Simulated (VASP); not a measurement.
Cs3Cd4Te4: single point with PBE

Cs3Cd4Te4:

```
CELL_PARAMETERS angstrom
-4.72213 4.72213 4.72213
4.72213 -4.72213 4.72213
4.72213 4.72213 -4.72213
ATOMIC_POSITIONS crystal
Cs 0.00000 0.50000 0.50000
Cs 0.50000 0.00000 0.50000
Cs 0.50000 0.50000 0.00000
Cd 0.23942 0.23942 0.23942
Cd 0.00000 0.00000 0.76058
Cd 0.00000 0.76058 0.00000
Cd 0.76058 0.00000 0.00000
Te 0.59606 0.59606 0.59606
Te 0.00000 0.00000 0.40394
Te 0.00000 0.40394 0.00000
Te 0.40394 0.00000 0.00000
```

The cell was built from a structure type or drawn by symmetry, and may not be a known phase.

```yaml
Program: VASP 6.6.1
Task: single point
Functional: PBE
Potentials_or_basis: VASP PAW PBE potentials, release 64 (Cs_sv, Cd, Te)
Cutoff: 520 eV
k_mesh: 4 × 4 × 4
Occupations: gaussian, width 0.1 eV
Spin: no spin polarisation
```

```yaml
Pressure: 0.3 GPa
Largest_force: 0.065 eV/Å
Band_gap_on_the_k_mesh: zero (an odd number of electrons rules out a gap without spin polarisation)
```

Forces on the atoms (eV/Å):
```
Cs   0.000  0.000  0.000
Cs   0.000  0.000  0.000
Cs   0.000  0.000  0.000
Cd   0.030  0.030  0.030
Cd  -0.030 -0.030  0.030
Cd  -0.030  0.030 -0.030
Cd   0.030 -0.030 -0.030
Te  -0.037 -0.037 -0.037
Te   0.037  0.037 -0.037
Te   0.037 -0.037  0.037
Te  -0.037  0.037  0.037
```

Levels at points of the mesh, in eV from the Fermi level:
```csv
k point,band 47,band 48,band 49,band 50,band 51,band 52
"(0.00, 0.00, 0.00)",-1.38,-1.38,-1.38,1.44,1.44,1.44
"(0.50, 0.00, 0.00)",-1.73,-1.73,-0.80,-0.30,0.99,1.73
"(0.50, 0.50, 0.50)",-1.49,-1.49,-0.61,-0.61,-0.61,-0.48
```

Run time: 2.9 min on 1 thread of Intel(R) Xeon(R) 6975P-C (Granite Rapids), with other jobs on the host, peak memory 0.68 GiB.

Caveat: spin-orbit coupling is left out, which moves the levels of the heavy elements.
